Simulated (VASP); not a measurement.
The system is CaOsO3.

```xyz
5
Lattice="3.9522 0.0000 0.0000 0.0000 3.9522 0.0000 0.0000 0.0000 3.9522" Properties=species:S:1:pos:R:3 pbc="T T T"
Ca    0.0000    0.0000    0.0000
Os    1.9761    1.9761    1.9761
O     1.9761    1.9761    0.0000
O     0.0000    1.9761    1.9761
O     1.9761    0.0000    1.9761
```

Base run:

* Program: VASP 6.6.1
* Functional: LDA
* Potentials or basis: VASP PAW LDA potentials, release 64 (Ca_sv, Os, O)
* Cutoff: 600 eV
* k mesh: 5 × 5 × 5
* Occupations: methfessel-paxton, width 0.1 eV
* Spin: no spin polarisation

Its results: band gap on the k mesh zero (band 18 reaches 6.38 eV, above the bottom of band 19 at 2.71 eV); pressure -12.2 GPa.

Task: The run is repeated on the same cell with these changes: k mesh from 5 × 5 × 5 to 4 × 4 × 4. What comes out?

Result: Band gap on the k mesh zero (band 18 reaches 6.66 eV, above the bottom of band 19 at 2.70 eV); pressure -13.1 GPa.

Caveats: some runs use coarse meshes; spin-orbit coupling is left out, which moves the levels of the heavy elements.
